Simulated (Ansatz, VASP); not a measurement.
**SrCl2: VASP beside Ansatz**

```xyz
3
Lattice="0.0466 3.5444 3.5444 3.5444 0.0466 3.5444 3.5444 3.5444 0.0466" Properties=species:S:1:pos:R:3 pbc="T T T"
Sr    0.0000    0.0000    0.0000
Cl    1.7775    1.7775    1.7775
Cl    5.3578    5.3578    5.3578
```

Change from the starting cell: shear_111 strain +2.0%.

Alike in both runs: task single point; functional HSE06; k mesh 4 × 4 × 4; no spin polarisation.

|  | VASP | Ansatz |
| --- | --- | --- |
| version | VASP 6.6.1 | Ansatz 0.2.0 |
| potentials or method | VASP PAW PBE potentials, release 64 (Sr_sv, Cl) | plane waves, PAW |
| plane-wave cutoff (eV) | 520 | 420 |
| occupations | gaussian, width 0.01 eV | fixed |
| valence electrons in the cell | 24 | 24 |

|  | VASP | Ansatz | Ansatz less VASP |
| --- | --- | --- | --- |
| gap on the k mesh at the Fermi level (eV) | 6.51 | 6.51 | +0.006 |
| pressure (GPa) | -0.4 | -0.5 | -0.05 |
| traceless stress, the component that is largest in VASP (GPa) | -0.11 | -0.11 | +0.003 |

Ansatz's warnings: stress exchange threshold loose, stress scf threshold loose.
